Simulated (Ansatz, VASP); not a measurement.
**AlCd2O: VASP beside Ansatz**

File INCAR:

```
PREC = Accurate
ENCUT = 520
EDIFF = 1E-7
ISMEAR = 0
SIGMA = 0.1
LREAL = F
LASPH = T
NELM = 150
ALGO = Normal
ISIF = 2
LWAVE = F
LCHARG = F
ISPIN = 2
MAGMOM = 0 0 0 1
LORBIT = 11
GGA = PE
NBANDS = 28
```

KPOINTS

```
regular mesh
0
Gamma
  6 6 4
```

Contents of POSCAR:

```
AlCd2O
1.0
    1.7117122641     -5.2633415536      0.0000000000
    1.7117122641      5.2633415536      0.0000000000
    0.0000000000      0.0000000000      5.4336770427
Al Cd O
1 2 1
Direct
    0.5000000000      0.5000000000      0.0000000000
    0.6362194745      0.3637805255      0.5000000000
    0.3637805255      0.6362194745      0.5000000000
    0.0000000000      0.0000000000      0.0000000000
```

Input for Ansatz:

```yaml
crystal:
  lattice:
    - [1.7117122641, -5.2633415536, 0.0]
    - [1.7117122641, 5.2633415536, 0.0]
    - [0.0, 0.0, 5.4336770427]
  atoms:
    - { symbol: Al, position: [0.5, 0.5, 0.0] }
    - { symbol: Cd, position: [0.6362194745, 0.3637805255, 0.5] }
    - { symbol: Cd, position: [0.3637805255, 0.6362194745, 0.5] }
    - { symbol: O, position: [0.0, 0.0, 0.0], spin: 1.0 }
basis:
  ecutwfc: 420
kpoints:
  mp_grid: { grid: [6, 6, 4] }
hamiltonian:
  xc: pbe
scf:
  occupations: { method: gaussian, width: 0.1 }
  lower_state_search: "off"
output:
  forces: true
  stress: true
  eigenvalues: true
  populations: true
magnetization:
  spin_polarized: true
```

Alike in both runs: task single point; functional PBE; k mesh 6 × 6 × 4; occupations gaussian, width 0.1 eV; collinear spin.

|  | VASP | Ansatz |
| --- | --- | --- |
| version | VASP 6.6.1 | Ansatz 0.2.0 |
| potentials or method | VASP PAW PBE potentials, release 64 (Al, Cd, O), cutoff 520 eV | scalar-relativistic, plane waves, PAW |
| valence electrons in the cell | 33 | 49 |

|  | VASP | Ansatz | Ansatz less VASP |
| --- | --- | --- | --- |
| gap on the k mesh at the Fermi level (eV) | none | none | - |
| pressure (GPa) | 0.1 | -0.1 | -0.13 |
| traceless stress, the component that is largest in VASP (GPa) | -0.07 | -0.20 | -0.123 |
| rms of the force components (eV/Å) | 0.003 | 0.004 | +0.0004 |
| net moment per atom (μB) | 0.00 | 0.00 | 0.000 |

Atom by atom the forces differ by 0.000 eV/Å (rms over components). A gap of «none» marks a metal or a gap that the smearing closes. The functional is the same, so the differences come from potentials, cutoffs and numerics. VASP's potentials hold 33 valence electrons a cell and Ansatz's 49, so a difference there can come from the potentials and not from the codes. Ansatz's warnings: seeded moment not kept.
